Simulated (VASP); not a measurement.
# Sn8HO16 (a cell with a defect) in VASP: further runs, part 2 of 2

VASP 6.6.1. Earlier steps stand in the parts before.

## 3. Single point, PBE

File INCAR:

```
SYSTEM = Sn8HO16
ALGO     = Normal         ! electronic algorithm
EDIFF    = 1E-6           ! SCF threshold, eV
ENCUT    = 520            ! plane-wave cutoff, eV
GGA      = PE             ! functional
ISIF     = 2              ! what is computed and relaxed
ISMEAR   = 0              ! smearing method
LASPH    = .TRUE.         ! aspherical terms in the spheres
LCHARG   = .FALSE.        ! write CHGCAR
LREAL    = Auto         
LWAVE    = .FALSE.        ! write WAVECAR
NBANDS   = 122            ! bands
NELECT   = 208.0        
NELM     = 100            ! most SCF steps
PREC     = Accurate       ! precision mode
SIGMA    = 0.02           ! smearing width, eV
```

File KPOINTS:

```
k-points
0
G
  3 3 3
  0 0 0
```

File POSCAR:

```
Sn8HO16
1.0
   -4.8274195315     -4.8274195315      0.0000000000
    4.8274195315     -4.8274195315      0.0000000000
    0.0000000000      4.8274195315      6.4761384825
Sn O H
8 16 1
Direct
    0.5054615180      0.5020922231     -0.0010648321
    0.7565222150      0.7531522987      0.5010561477
   -0.0096424720     -0.0041159169     -0.0072507714
    0.2476037764      0.2531311601      0.5072419327
    0.1347022767      0.6037648857      0.2499954262
    0.3748200400      0.8749762796      0.7498766453
    0.6155491318      0.1377137200      0.2499954262
    0.8749384442      0.3750943796      0.7501139781
    0.1999714984      0.5221318141      0.0041980264
    0.4457691826      0.7679292911      0.4957929804
    0.6885054220      0.0211739463     -0.0001025302
    0.9386034556      0.2712721870      0.5000935370
    0.1412078228      0.3018379472      0.2499954262
    0.3936830085      0.5696813849      0.7512098472
    0.6820935093      0.8287057926      0.2499952718
    0.8924686759      0.0684669553      0.7487810851
    0.8126236696      0.4765337588      0.0005727178
    0.0620463582      0.7259563372      0.4994182890
    0.3020429220     -0.0197161441      0.0032996515
    0.5487386703      0.2269796043      0.4966913553
    0.0546907420      0.9156828254      0.2499951174
    0.3579100209      0.1815483033      0.7509972205
    0.6088379630      0.4411697099      0.2499955806
    0.8569084186      0.6805462867      0.7489937118
    0.9001403603      0.8832713064      0.2499951174
```

Potentials or basis: VASP PAW PBE potentials, release 64 (Sn_d, O, H).

The run is started by

```
$ cat potpaw_PBE.64/Sn_d/POTCAR potpaw_PBE.64/O/POTCAR potpaw_PBE.64/H/POTCAR > POTCAR
$ mpirun -np 1 vasp_std > vasp.out
```

OUTCAR:

```text
SYSTEM = Sn8HO16
   EDIFF = 1E-6
   ENCUT = 520
   GGA = PE
   ISIF = 2
   ISMEAR = 0
   LASPH = .TRUE.
   LREAL = Auto
   NELECT = 208.0
   NELM = 100
   PREC = Accurate

 ion  position               nearest neighbor table
   1  0.505  0.502  0.999-  23 2.07  14 2.07  22 2.10  17 2.10   9 2.11  15 2.16   4 3.19   2 3.25
                             7 3.72   8 3.74
   2  0.757  0.753  0.501-  23 2.07  16 2.07  24 2.10  18 2.10  10 2.11  15 2.16   3 3.19   1 3.25
                             7 3.72   6 3.74
   3  0.990  0.996  0.993-  24 2.06  13 2.06  16 2.07  11 2.09  19 2.10  21 2.24   2 3.19   4 3.33
                             5 3.67   6 3.72   8 3.75
   4  0.248  0.253  0.507-  22 2.06  13 2.06  14 2.07  12 2.09  20 2.10  21 2.24   1 3.19   3 3.33
                             5 3.67   8 3.72   6 3.75
   5  0.135  0.604  0.250-  13 2.06   9 2.06  10 2.06  17 2.10  18 2.10  21 2.20   6 3.24   8 3.24
                             4 3.67   3 3.67
   6  0.375  0.875  0.750-  18 2.07  11 2.07  14 2.09  22 2.09  10 2.13  19 2.14   7 3.24   5 3.24
                             3 3.72   2 3.74   4 3.75
   7  0.616  0.138  0.250-  19 2.07  20 2.07  23 2.07  11 2.11  12 2.11  15 2.16   8 3.24   6 3.24
                             2 3.72   1 3.72
   8  0.875  0.375  0.750-  17 2.07  12 2.07  16 2.09  24 2.09   9 2.13  20 2.14   7 3.24   5 3.24
                             4 3.72   1 3.74   3 3.75
   9  0.200  0.522  0.004-   5 2.06   1 2.11   8 2.13
  10  0.446  0.768  0.496-   5 2.06   2 2.11   6 2.13
  11  0.689  0.021  1.000-   6 2.07   3 2.09   7 2.11
  12  0.939  0.271  0.500-   8 2.07   4 2.09   7 2.11
  13  0.141  0.302  0.250-   5 2.06   4 2.06   3 2.06
  14  0.394  0.570  0.751-   4 2.07   1 2.07   6 2.09
  15  0.682  0.829  0.250-   1 2.16   2 2.16   7 2.16
  16  0.892  0.068  0.749-   3 2.07   2 2.07   8 2.09
  17  0.813  0.477  0.001-   8 2.07   1 2.10   5 2.10
  18  0.062  0.726  0.499-   6 2.07   2 2.10   5 2.10
  19  0.302  0.980  0.003-   7 2.07   3 2.10   6 2.14
  20  0.549  0.227  0.497-   7 2.07   4 2.10   8 2.14
  21  0.055  0.916  0.250-  25 1.08   5 2.20   3 2.24   4 2.24
  22  0.358  0.182  0.751-   4 2.06   6 2.09   1 2.10
  23  0.609  0.441  0.250-   2 2.07   1 2.07   7 2.07
  24  0.857  0.681  0.749-   3 2.06   8 2.09   2 2.10
  25  0.900  0.883  0.250-  21 1.08

  LATTYP: Found a body centered tetragonal cell.
 ALAT       =     6.8270021727
 C/A-ratio  =     1.8972129549

  Lattice vectors:

 A1 = (  -4.8274195315,   0.0000000000,  -6.4761384825)
 A2 = (   4.8274195315,   0.0000000000,  -6.4761384825)
 A3 = (   0.0000000000,  -4.8274195315,   6.4761384825)

Analysis of symmetry for initial positions (statically):
=====================================================================
 Subroutine PRICEL returns:
 Original cell was already a primitive cell.

 Routine SETGRP: Setting up the symmetry group for a
 body centered tetragonal supercell.

 Subroutine GETGRP returns: Found  2 space group operations
 (whereof  1 operations were pure point group operations)
 out of a pool of 16 trial point group operations.

The static configuration has the point symmetry C_1 .
 The point group associated with its full space group is C_1h.

Analysis of symmetry for dynamics (positions and initial velocities):
=====================================================================
 Subroutine PRICEL returns:
 Original cell was already a primitive cell.

 Routine SETGRP: Setting up the symmetry group for a
 body centered tetragonal supercell.

 Subroutine GETGRP returns: Found  2 space group operations
 (whereof  1 operations were pure point group operations)
 out of a pool of 16 trial point group operations.
[... 117 lines left out ...]
   total plane-waves  NPLWV = 174960
   dimension x,y,z NGX =    54 NGY =   54 NGZ =   60
   dimension x,y,z NGXF=   108 NGYF=  108 NGZF=  120
   ions per type =               8  16   1
   NGX,Y,Z   is equivalent  to a cutoff of  13.15, 13.15, 12.35 a.u.
   NGXF,Y,Z  is equivalent  to a cutoff of  26.30, 26.30, 24.70 a.u.
 SYSTEM =  Sn8HO16
   PREC   = accura    normal or accurate (medium, high low for compatibility)
   ISTART =      0    job   : 0-new  1-cont  2-samecut
   ICHARG =      2    charge: 1-file 2-atom 10-const
   ISPIN  =      1    spin polarized calculation?
   LNONCOLLINEAR =      F non collinear calculations
   LSORBIT =      F    spin-orbit coupling
   LASPH  =      T    aspherical Exc in radial PAW
   ENCUT  =  520.0 eV  38.22 Ry    6.18 a.u.  12.69 12.69 15.02*2*pi/ulx,y,z
   NELM   =    100;   NELMIN=  2; NELMDL= -5     # of ELM steps
   EDIFF  = 0.1E-05   stopping-criterion for ELM
   LREAL  =      T    real-space projection
   EDIFFG = 0.1E-04   stopping-criterion for IOM
   NSW    =      0    number of steps for IOM
   IBRION =     -1    ionic relax: 0-MD 1-quasi-New 2-CG
   NFREE  =      0    steps in history (QN), initial steepest desc. (CG)
   ISIF   =      2    stress and relaxation
   ISYM   =      2    0-nonsym 1-usesym 2-fastsym
   POTIM  = 0.5000    time-step for ionic-motion
   TEBEG  =    0.0;   TEEND  =   0.0 temperature during run
   PSTRESS=    0.0 pullay stress
   NELECT =     208.0000    total number of electrons
   NUPDOWN=      -1.0000    fix difference up-down
   EMIN   =  10.00;   EMAX   =-10.00  energy-range for DOS
   EFERMI =   0.00;   METHOD = LEGACY
   ISMEAR =     0;   SIGMA  =   0.02  broadening in eV -4-tet -1-fermi 0-gaus
   EFERMI_NEDOS =   21; number of points for ismear=-14 and -15
   IALGO  =     38    algorithm
   IMIX   =      4    mixing-type and parameters
     AMIX     =   0.40;   BMIX     =  1.00
     AMIX_MAG =   1.60;   BMIX_MAG =  1.00
  volume/ion in A,a.u.               =      12.07        81.48
  Fermi-wavevector in a.u.,A,eV,Ry     =   1.446007  2.732558 28.448934  2.090938
  Thomas-Fermi vector in A             =   2.564125
   LORBIT       =      0    0 simple, 1 ext, 2 COOP (PROOUT), +10 PAW based schemes
   GGA     = PE    functional components
   LHFCALC =     F    Hartree Fock is set to
   AEXX    =    0.0000 exact exchange contribution
   IVDW    =     0    specifies the selected vdW correction
   LEPSILON=     F    determine dielectric tensor
   LRPA    =     F    only Hartree local field effects (RPA)
 non-spin polarized calculation
 Gauss-broadening in eV      SIGMA  =   0.02
  energy-cutoff  :      520.00
  volume of cell :      301.84
 maximum number of plane-waves:      8153
 NGX is ok and might be reduce to    54
   NGX = 25   NGY = 25   NGZ = 31

 number of electron     208.0000039 magnetization

 Free energy of the ion-electron system (eV)
  ---------------------------------------------------
  ext. energy  EPLUGINS =         0.00000000
  ---------------------------------------------------
  free energy    TOTEN  =      -159.84872299 eV

  energy without entropy =     -159.84872299  energy(sigma->0) =     -159.84872299

 E-fermi :   5.5053     XC(G=0): -10.9815

 val. band max:        5.3496190988   @ k =   0.0000   0.0000   0.0000
 cond. band min:       6.2680476571   @ k =   0.0000   0.0000   0.0000
 fundamental gap:      0.9184285583
 Fermi energy:         5.5052683067

 k-point     1 :       0.0000    0.0000    0.0000
  band No.  band energies     occupation
      1     -15.3989      2.00000
      2     -15.2610      2.00000
      3     -15.1097      2.00000
      4     -14.9910      2.00000
      5     -14.9907      2.00000
      6     -14.9683      2.00000
[... 1179 lines left out ...]
    115      13.2223      0.00000
    116      13.4907      0.00000
 [bands above 116 left out]

------------------------ aborting loop because EDIFF is reached ----------------------------------------

  FORCE on cell =-STRESS in cart. coord.  units (eV):
  Direction    XX          YY          ZZ          XY          YZ          ZX
  --------------------------------------------------------------------------------------
  -------------------------------------------------------------------------------------
  Total       -8.5123719    -15.1233651     -9.2838416     -4.0419307      0.0000000      0.0000000
  in kB      -45.1840297    -80.2754611    -49.2790236    -21.4547390      0.0000000      0.0000000
  external PRESSURE =     -58.2461715 kB  Pullay stress =       0.0000000 kB

 VOLUME and BASIS-vectors are now :
 -----------------------------------------------------------------------------
  energy-cutoff  :      520.00
  volume of cell :      301.84
      direct lattice vectors                 reciprocal lattice vectors
    -4.827419532 -4.827419532  0.000000000    -0.103575005 -0.103575005  0.077206502
     4.827419532 -4.827419532  0.000000000     0.103575005 -0.103575005  0.077206502
     0.000000000  4.827419532  6.476138482     0.000000000  0.000000000  0.154413004

 POSITION                                       TOTAL-FORCE (eV/Angst)
 -----------------------------------------------------------------------------------
     -0.01627     -0.04161      6.46924         0.036607     -0.012413      0.080427
     -0.01627     -4.86902      3.24491         0.036607     -0.012413     -0.080427
      0.02668     -4.79600      6.42918         0.031964     -0.032880     -0.062151
      0.02668      0.03141      3.28497         0.031964     -0.032880      0.062151
      2.26436     -2.35806      1.61901        -0.061682      0.063491      0.000000
      2.41446     -2.41332      4.85630         0.022421      0.006596      0.002931
[... 17 lines left out ...]
     -0.85137     -3.80623      4.85059        -0.005794      0.009837     -0.025294
     -0.08143     -7.40245      1.61900        -0.214803     -0.513536      0.000000
 -----------------------------------------------------------------------------------
    total drift:                                0.011160      0.034461     -0.042877

  FREE ENERGIE OF THE ION-ELECTRON SYSTEM (eV)
  ---------------------------------------------------
  free  energy   TOTEN  =      -159.8487229948 eV

  energy  without entropy=     -159.8487229948  energy(sigma->0) =     -159.84872299
```

Wall time 10 min (1 thread of Intel Xeon Platinum 8488C (Sapphire Rapids), shared host); peak memory 0.54 GiB.

What came out:

| Property | Result |
| --- | --- |
| Free energy | -159.8487 eV |
| Largest force | 0.557 eV/Å |

Forces on the atoms (eV/Å):
```
Sn   0.037 -0.012  0.080
Sn   0.037 -0.012 -0.080
Sn   0.032 -0.033 -0.062
Sn   0.032 -0.033  0.062
Sn  -0.062  0.063  0.000
Sn   0.022  0.007  0.003
Sn  -0.047  0.065  0.000
Sn   0.022  0.007 -0.003
O    0.018  0.022 -0.010
O    0.018  0.022  0.010
O   -0.043  0.004  0.026
O   -0.043  0.004 -0.026
O   -0.045  0.052  0.000
O    0.037 -0.030  0.034
O    0.164  0.258  0.000
O    0.037 -0.030 -0.034
O    0.020  0.018  0.029
O    0.020  0.018 -0.029
O    0.026  0.026 -0.028
O    0.026  0.026  0.028
O   -0.032 -0.022  0.000
O   -0.006  0.010  0.025
O   -0.052  0.075  0.000
O   -0.006  0.010 -0.025
H   -0.215 -0.514  0.000
```

Caveat: the cell carries a net charge on a neutralising background, which shifts energy and pressure; the cell is charged against a uniform background, so pressure and absolute levels hang on convention; spin-orbit coupling is left out, which moves the levels of the heavy elements.
